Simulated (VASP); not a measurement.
Runs of VASP 6.6.1 on W. The structure is that of space group Pm-3m (No. 221), or close to it. The cells are those of the table. This isn't the form of W at room conditions, which is bcc.

| task | cell | k mesh | cutoff (eV) | gap on the mesh (eV) | pressure (GPa) | relaxed volume (Å³/atom) |
| --- | --- | --- | --- | --- | --- | --- |
| relaxation of cell and atoms | relaxed from a = 2.590 Å, 1 atom | 18 × 18 × 18 | 600 | none | 0.0 | 18.46 |
| single point | a = 2.636 Å, 1 atom | 17 × 17 × 17 | 520 | none | 0.6 | - |
| single point | a = 2.644 Å, 1 atom | 17 × 17 × 17 | 520 | none | -1.5 | - |
| single point | a = 2.636 Å, 1 atom | 18 × 18 × 18 | 520 | none | (a) | - |
| single point | a = 2.627 Å, 1 atom | 18 × 18 × 18 | 520 | none | (b) | - |
| single point | a = 2.640 Å, 1 atom | 18 × 18 × 18 | 520 | none | 0.6 | - |
| relaxation of cell and atoms | relaxed from a = 2.640 Å, 1 atom | 17 × 17 × 17 | 600 | none | 0.0 | 18.36 |

Alike in all rows: level PBE; potentials or basis VASP PAW PBE potentials, release 64 (W_sv); no spin polarisation; smearing fermi-dirac 0.05 eV.

**Question.** Estimate the missing entries.

**Answer.** (a) 1.7; (b) 3.9.

Caveats: spin-orbit coupling is left out, which moves the levels of the heavy elements; the cell stands under pressure (at least some runs).

A k mesh can miss the band edges, and the runs leave out spin-orbit coupling on W.

A gap of «none» marks levels without a gap at the run's occupations.
